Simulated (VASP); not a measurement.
A run of VASP 6.6.1:

File INCAR:

```
PREC = Accurate ; ENCUT = 500
EDIFF = 1E-6 ; ISMEAR = 1
SIGMA = 0.1 ; LREAL = F
LASPH = T ; NELM = 200
ALGO = Normal ; ISIF = 2
LWAVE = F ; LCHARG = F
GGA = PE ; NBANDS = 24
GGA_COMPAT = F ; LMAXMIX = 6
```

File KPOINTS:

```
Automatic mesh
0
Gamma
  12 12 6
```

File POSCAR:

```
BaErB4
1.0
    3.2735477248      0.0000000000      0.0000000000
   -1.6367738624      2.8349754902      0.0000000000
    0.0000000000      0.0000000000      8.6891496186
Ba Er B
1 1 4
Direct
    0.0000000000      0.0000000000      0.0000000000
    0.0000000000      0.0000000000      0.5000000000
    0.6666666667      0.3333333333      0.2868326249
    0.3333333333      0.6666666667      0.2868326249
    0.6666666667      0.3333333333      0.7131673751
    0.3333333333      0.6666666667      0.7131673751
```

Potentials or basis: VASP PAW PBE potentials, release 64 (Ba_sv, Er_3, B), 4f in core.

Launch:

```sh
$ cat potpaw_PBE.64/Ba_sv/POTCAR potpaw_PBE.64/Er_3/POTCAR potpaw_PBE.64/B/POTCAR > POTCAR
$ mpirun -np 1 vasp_std > vasp.out
```

Hardware: 1 thread of Intel(R) Xeon(R) Platinum 8259CL CPU @ 2.50GHz (Skylake/Cascade Lake) (shared host).

**Question.** Estimate the wall time of this run.

**Answer.** Run time: 97 s on 1 thread of Intel(R) Xeon(R) Platinum 8259CL CPU @ 2.50GHz (Skylake/Cascade Lake) (shared host), peak memory 0.28 GiB. Counts: scf iterations 13, k points 76.
